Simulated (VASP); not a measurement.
# NaF (I4/mmm) in VASP: notebook, part 2 of 2

VASP 6.6.1. Earlier steps stand in the parts before.

**3. Single point, PBEsol**

This run uses another cell than the first one, of the same volume but with other edges.

Contents of INCAR:

```
SYSTEM = NaF
ALGO = Normal
EDIFF = 1E-6
ENCUT = 520
GGA = PS
ISIF = 2
ISMEAR = 0
LASPH = .TRUE.
LCHARG = .FALSE.
LREAL = .FALSE.
LWAVE = .FALSE.
NBANDS = 14
NELM = 100
PREC = Accurate
SIGMA = 0.05
```

Contents of KPOINTS:

```
k-points
0
G
  10 10 10
  0 0 0
```

Contents of POSCAR:

```
NaF
1.0
    0.0000000000      2.0699291914      2.9268798766
    2.0699291914      0.0000000000      2.9268798766
    2.0699291914      2.0699291914      0.0000000000
Na F
1 1
Direct
    0.0000000000      0.0000000000      0.0000000000
    0.5000000000      0.5000000000      0.5000000000
```

Potentials or basis: VASP PAW PBE potentials, release 64 (Na_pv, F).

Started as:

```bash
$ cat potpaw_PBE.64/Na_pv/POTCAR potpaw_PBE.64/F/POTCAR > POTCAR
$ mpirun -np 1 vasp_std > vasp.out
```

OUTCAR:

```text
SYSTEM = NaF
   EDIFF = 1E-6
   ENCUT = 520
   GGA = PS
   ISIF = 2
   ISMEAR = 0
   LASPH = .TRUE.
   LREAL = .FALSE.
   NELM = 100
   PREC = Accurate

 ion  position               nearest neighbor table
   1  0.000  0.000  0.000-   2 2.07   2 2.07   2 2.07   2 2.07
   2  0.500  0.500  0.500-   1 2.07   1 2.07   1 2.07   1 2.07

  LATTYP: Found a body centered tetragonal cell.
 ALAT       =     2.9273219356
 C/A-ratio  =     1.9996979772

  Lattice vectors:

 A1 = (  -2.0699291914,   0.0000000000,   2.9268798766)
 A2 = (   2.0699291914,   0.0000000000,   2.9268798766)
 A3 = (   0.0000000000,   2.0699291914,  -2.9268798766)

Analysis of symmetry for initial positions (statically):
=====================================================================
 Subroutine PRICEL returns:
 Original cell was already a primitive cell.

 Routine SETGRP: Setting up the symmetry group for a
 body centered tetragonal supercell.

 Subroutine GETGRP returns: Found 16 space group operations
 (whereof 16 operations were pure point group operations)
 out of a pool of 16 trial point group operations.

The static configuration has the point symmetry D_4h.

Analysis of symmetry for dynamics (positions and initial velocities):
=====================================================================
 Subroutine PRICEL returns:
 Original cell was already a primitive cell.

 Routine SETGRP: Setting up the symmetry group for a
 body centered tetragonal supercell.

 Subroutine GETGRP returns: Found 16 space group operations
 (whereof 16 operations were pure point group operations)
 out of a pool of 16 trial point group operations.

The dynamic configuration has the point symmetry D_4h.

 Subroutine INISYM returns: Found 16 space group operations
 (whereof 16 operations are pure point group operations),
 and found     1 'primitive' translations

----------------------------------------------------------------------------------------

                                     Primitive cell

  volume of cell :      25.0811

  direct lattice vectors                    reciprocal lattice vectors
     0.000000000  2.069929191  2.926879877    -0.241554157  0.241554157  0.170830379
     2.069929191  0.000000000  2.926879877     0.241554157 -0.241554157  0.170830379
     2.069929191  2.069929191  0.000000000     0.241554157  0.241554157 -0.170830379

  length of vectors
     3.584861597  3.584861597  2.927321936     0.381942194  0.381942194  0.381942194

  position of ions in fractional coordinates (direct lattice)
     0.000000000  0.000000000  0.000000000
     0.500000000  0.500000000  0.500000000

  ion indices of the primitive-cell ions
   primitive index   ion index
                 1           1
                 2           2

----------------------------------------------------------------------------------------

 KPOINTS: k-points

Automatic generation of k-mesh.
 Grid dimensions read from file:
 generate k-points for:   10   10   10

 Generating k-lattice:

  Cartesian coordinates                     Fractional coordinates (reciprocal lattice)
    -0.024155416  0.024155416  0.017083038     0.100000000  0.000000000  0.000000000
     0.024155416 -0.024155416  0.017083038     0.000000000  0.100000000  0.000000000
     0.024155416  0.024155416 -0.017083038     0.000000000  0.000000000  0.100000000

  Length of vectors
     0.038194219  0.038194219  0.038194219

  Shift w.r.t. Gamma in fractional coordinates (k-lattice)
     0.000000000  0.000000000  0.000000000

 Subroutine IBZKPT returns following result:
 ===========================================

 Found    102 irreducible k-points:

 Following reciprocal coordinates:
            Coordinates               Weight
  0.000000  0.000000  0.000000      1.000000
  0.100000 -0.000000  0.000000      8.000000
  0.200000 -0.000000  0.000000      8.000000
  0.300000  0.000000  0.000000      8.000000
  0.400000  0.000000  0.000000      8.000000
  0.500000  0.000000  0.000000      4.000000
[... 16 lines left out ...]
  0.300000  0.300000  0.000000      2.000000
  0.400000  0.300000  0.000000      8.000000
 [... further k-points ...]
   k-points           NKPTS =    102   k-points in BZ     NKDIM =    102   number of bands    NBANDS=     14
   number of dos      NEDOS =    301   number of ions     NIONS =      2
   total plane-waves  NPLWV =  18816
   dimension x,y,z NGX =    28 NGY =   28 NGZ =   24
   dimension x,y,z NGXF=    56 NGYF=   56 NGZF=   48
   ions per type =               1   1
   NGX,Y,Z   is equivalent  to a cutoff of  12.98, 12.98, 13.63 a.u.
   NGXF,Y,Z  is equivalent  to a cutoff of  25.97, 25.97, 27.26 a.u.
 SYSTEM =  NaF
   PREC   = accura    normal or accurate (medium, high low for compatibility)
   ISTART =      0    job   : 0-new  1-cont  2-samecut
   ICHARG =      2    charge: 1-file 2-atom 10-const
   ISPIN  =      1    spin polarized calculation?
   LNONCOLLINEAR =      F non collinear calculations
   LSORBIT =      F    spin-orbit coupling
   LASPH  =      T    aspherical Exc in radial PAW
   ENCUT  =  520.0 eV  38.22 Ry    6.18 a.u.   6.67  6.67  5.44*2*pi/ulx,y,z
   NELM   =    100;   NELMIN=  2; NELMDL= -5     # of ELM steps
   EDIFF  = 0.1E-05   stopping-criterion for ELM
   LREAL  =      F    real-space projection
   EDIFFG = 0.1E-04   stopping-criterion for IOM
   NSW    =      0    number of steps for IOM
   IBRION =     -1    ionic relax: 0-MD 1-quasi-New 2-CG
   NFREE  =      0    steps in history (QN), initial steepest desc. (CG)
   ISIF   =      2    stress and relaxation
   ISYM   =      2    0-nonsym 1-usesym 2-fastsym
   POTIM  = 0.5000    time-step for ionic-motion
   TEBEG  =    0.0;   TEEND  =   0.0 temperature during run
   PSTRESS=    0.0 pullay stress
   NELECT =      14.0000    total number of electrons
   NUPDOWN=      -1.0000    fix difference up-down
   EMIN   =  10.00;   EMAX   =-10.00  energy-range for DOS
   EFERMI =   0.00;   METHOD = LEGACY
   ISMEAR =     0;   SIGMA  =   0.05  broadening in eV -4-tet -1-fermi 0-gaus
   EFERMI_NEDOS =   21; number of points for ismear=-14 and -15
   IALGO  =     38    algorithm
   IMIX   =      4    mixing-type and parameters
     AMIX     =   0.40;   BMIX     =  1.00
     AMIX_MAG =   1.60;   BMIX_MAG =  1.00
  volume/ion in A,a.u.               =      12.54        84.63
  Fermi-wavevector in a.u.,A,eV,Ry     =   1.347935  2.547227 24.720809  1.816928
  Thomas-Fermi vector in A             =   2.475645
   LORBIT       =      0    0 simple, 1 ext, 2 COOP (PROOUT), +10 PAW based schemes
   GGA     = PS    functional components
   LHFCALC =     F    Hartree Fock is set to
   AEXX    =    0.0000 exact exchange contribution
   IVDW    =     0    specifies the selected vdW correction
   LEPSILON=     F    determine dielectric tensor
   LRPA    =     F    only Hartree local field effects (RPA)
 non-spin polarized calculation
 Gauss-broadening in eV      SIGMA  =   0.05
  energy-cutoff  :      520.00
  volume of cell :       25.08
 maximum number of plane-waves:       695
   NGX = 13   NGY = 13   NGZ = 11

 number of electron      14.0000002 magnetization

 Free energy of the ion-electron system (eV)
  ---------------------------------------------------
  ext. energy  EPLUGINS =         0.00000000
  ---------------------------------------------------
  free energy    TOTEN  =        -8.35802553 eV

  energy without entropy =       -8.35802553  energy(sigma->0) =       -8.35802553

 E-fermi :  -1.9476     XC(G=0):  -9.1094

 val. band max:       -2.1588730480   @ k =   0.0000   0.0000   0.0000
 cond. band min:       3.7408245706   @ k =   0.0000   0.0000   0.0000
 fundamental gap:      5.8996976186
 Fermi energy:        -1.9476203588

 k-point     1 :       0.0000    0.0000    0.0000
  band No.  band energies     occupation
      1     -21.4205      2.00000
      2     -20.7763      2.00000
      3     -20.6334      2.00000
      4     -20.6334      2.00000
      5      -2.4591      2.00000
      6      -2.1589      2.00000
      7      -2.1589      2.00000
      8       3.7408      0.00000
      9      15.8316      0.00000
     10      18.2937      0.00000
     11      18.5287      0.00000
     12      18.5287      0.00000
     13      19.5863      0.00000
     14      20.5124      0.00000
[... 375 lines left out ...]
 k-point    24 :       0.4000    0.3000    0.0000
  band No.  band energies     occupation
      1     -21.5195      2.00000
      2     -20.8352      2.00000
      3     -20.6382      2.00000
      4     -20.4480      2.00000
      5      -3.4755      2.00000
      6      -2.4037      2.00000
      7      -2.2596      2.00000
      8       6.9165      0.00000
      9      12.6480      0.00000
     10      13.5891      0.00000
     11      19.0703      0.00000
     12      20.1182      0.00000
     13      23.4210      0.00000
     14      26.1037      0.00000

 [... further k-points ...]
[... 5 lines left out ...]
  --------------------------------------------------------------------------------------
  -------------------------------------------------------------------------------------
  Total        3.1321555      3.1321555     -0.5971294      0.0000000     -0.0000000     -0.0000000
  in kB      200.0820041    200.0820041    -38.1446100      0.0000000     -0.0000000     -0.0000000
  external PRESSURE =     120.6731328 kB  Pullay stress =       0.0000000 kB

 VOLUME and BASIS-vectors are now :
 -----------------------------------------------------------------------------
  energy-cutoff  :      520.00
  volume of cell :       25.08
      direct lattice vectors                 reciprocal lattice vectors
     0.000000000  2.069929191  2.926879877    -0.241554157  0.241554157  0.170830379
     2.069929191  0.000000000  2.926879877     0.241554157 -0.241554157  0.170830379
     2.069929191  2.069929191  0.000000000     0.241554157  0.241554157 -0.170830379

 POSITION                                       TOTAL-FORCE (eV/Angst)
 -----------------------------------------------------------------------------------
      0.00000      0.00000      0.00000         0.000000      0.000000     -0.000000
      2.06993      2.06993      2.92688        -0.000000     -0.000000      0.000000
 -----------------------------------------------------------------------------------
    total drift:                                0.000000      0.000000      0.000000

  FREE ENERGIE OF THE ION-ELECTRON SYSTEM (eV)
  ---------------------------------------------------
  free  energy   TOTEN  =        -8.3580255310 eV

  energy  without entropy=       -8.3580255310  energy(sigma->0) =       -8.35802553
```

OSZICAR:

```text
N       E                     dE             d eps       ncg     rms          rms(c)
DAV:   1     0.108404108255E+03    0.10840E+03   -0.77784E+03  2904   0.123E+03
DAV:   2    -0.396425457042E+01   -0.11237E+03   -0.10424E+03  3114   0.338E+02
DAV:   3    -0.930998157438E+01   -0.53457E+01   -0.53358E+01  3546   0.686E+01
DAV:   4    -0.935512788083E+01   -0.45146E-01   -0.45144E-01  3168   0.674E+00
DAV:   5    -0.935560399022E+01   -0.47611E-03   -0.47610E-03  3654   0.692E-01    0.551E+00
DAV:   6    -0.838042555578E+01    0.97518E+00   -0.31566E+00  3886   0.175E+01    0.188E+00
DAV:   7    -0.835830016297E+01    0.22125E-01   -0.40521E-02  2946   0.222E+00    0.112E+00
DAV:   8    -0.835709883350E+01    0.12013E-02   -0.31114E-02  2958   0.291E+00    0.182E-01
DAV:   9    -0.835826119337E+01   -0.11624E-02   -0.68733E-03  3590   0.842E-01    0.146E-01
DAV:  10    -0.835802183951E+01    0.23935E-03   -0.16233E-03  3186   0.550E-01    0.219E-02
DAV:  11    -0.835802525843E+01   -0.34189E-05   -0.56947E-05  3318   0.669E-02    0.610E-03
DAV:  12    -0.835802553105E+01   -0.27262E-06   -0.14939E-06  3156   0.145E-02
   1 F= -.83580255E+01 E0= -.83580255E+01  d E =-.140136E-11
```

It took 13 s on 1 thread of Intel Xeon 6975P-C (Granite Rapids), shared host; peak memory 0.16 GiB.

What came out:

```
Free energy            : -8.3580 eV
Pressure               : 12.1 GPa
Band gap on the k mesh : 5.90 eV
```

Stress tensor (GPa, compression positive):
```
20.01  0.00  0.00
 0.00 20.01  0.00
 0.00  0.00 -3.81
```

Levels at points of the mesh, in eV from the valence-band top:
```
           k point  band 3  band 4  band 5  band 6  band 7  band 8  band 9  band 10  band 11  band 12
(0.00, 0.00, 0.00)  -18.47  -18.47   -0.30    0.00    0.00    5.90   17.99    20.45    20.69    20.69
(0.50, 0.00, 0.00)  -18.43  -17.38   -1.79   -0.58   -0.23   10.48   12.00    18.23    20.78    23.91
(0.50, 0.50, 0.00)  -18.49  -18.49   -1.55   -0.11   -0.11   10.19   13.23    15.49    22.64    22.64
(0.50, 0.00, 0.50)  -18.68  -18.61   -1.18   -0.87   -0.36   12.88   14.14    14.48    17.42    20.50
```

Caveat: the cell stands under pressure; the PAW data sets were made with another functional, which shifts forces and pressure a little.
